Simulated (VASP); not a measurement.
EuZrF4, 6 atoms in the cell. Symmetry: P4/mmm, No. 123, tetragonal system. The conventional cell has a = 4.203 Å, b = 4.203 Å, c = 5.133 Å, α = 90.00°, β = 90.00°, γ = 90.00°. Within 3.4 Å of Eu (site symmetry 4/mmm) lie 2 Zr at 2.57 Å and 8 F at 2.61 Å. Zr (site symmetry 4/mmm) has 8 F at 2.34 Å and 2 Eu at 2.57 Å within 3.1 Å. Within 2.7 Å of F (site symmetry 2mm) lie 1 F at 2.05 Å and 2 Zr at 2.34 Å and 2 Eu at 2.61 Å. The cell was built from a structure type or drawn by symmetry, and may not be a known phase.

* Program: VASP 6.6.1
* Task: single point
* Functional: PBE
* Potentials or basis: VASP PAW PBE potentials, release 64 (Eu, Zr_sv, F)
* Cutoff: 520 eV
* k mesh: 4 × 4 × 4
* Occupations: gaussian, width 0.1 eV
* Spin: collinear spin, ferromagnetic start
* Starting moments: [7.0, 0.0, 0.0, 0.0, 0.0, 0.0] μB
* Dipole correction: no
* Further INCAR settings: ALGO = Normal; EDIFF = 1e-07; NBANDS = 42

Potentials or basis: VASP PAW PBE potentials, release 64 (Eu, Zr_sv, F).

Launch:

```sh
$ cat potpaw_PBE.64/Eu/POTCAR potpaw_PBE.64/Zr_sv/POTCAR potpaw_PBE.64/F/POTCAR > POTCAR
$ mpirun -np 1 vasp_std > vasp.out
```

Hardware: 1 thread of Intel(R) Xeon(R) Platinum 8375C CPU @ 2.90GHz (Ice Lake), with other jobs on the host.

Question: How long does it take, and how much memory?

Answer: It took 3.7 min on 1 thread of Intel(R) Xeon(R) Platinum 8375C CPU @ 2.90GHz (Ice Lake), with other jobs on the host, peak memory 0.3 GiB. Counts: scf iterations 22, k points 18.
